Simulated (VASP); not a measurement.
TaSi2, 9 atoms in the cell. It takes space group P6_222 (No. 180, hexagonal). Conventional cell: a = 4.780 Å, b = 4.780 Å, c = 6.564 Å, α = 90.00°, β = 90.00°, γ = 120.00°. Within 3.4 Å of Ta (site symmetry 222) lie 10 Si at 2.59 to 2.76 Å and 4 Ta at 3.24 Å. Si (site symmetry 2) has 9 Si at 2.59 to 3.24 Å and 5 Ta at 2.59 to 2.76 Å within 3.4 Å. 

* Program: VASP 6.6.1
* Task: relaxation of cell and atoms
* Functional: PBEsol
* Dispersion: D3(BJ)
* Potentials or basis: VASP PAW PBE potentials, release 64 (Ta_pv, Si)
* Cutoff: 600 eV
* k mesh: 7 × 7 × 4
* Occupations: fermi-dirac, width 0.05 eV
* Spin: no spin polarisation
* Dipole correction: no
* Further INCAR settings: ALGO = Normal; EDIFF = 1e-07; IBRION = 2; EDIFFG = -0.01; NSW = 60; ISIF = 3

Potentials or basis: VASP PAW PBE potentials, release 64 (Ta_pv, Si).

Launch:

```bash
$ cat potpaw_PBE.64/Ta_pv/POTCAR potpaw_PBE.64/Si/POTCAR > POTCAR
$ mpirun -np 1 vasp_std > vasp.out
```

Hardware: 1 thread of AMD EPYC 7R13, with other jobs on the host.

Q: Estimate the wall time of this run.

A: Run time: 16 min on 1 thread of AMD EPYC 7R13, with other jobs on the host, peak memory 0.34 GiB. Counts: scf iterations 76, k points 24, ion steps 9.
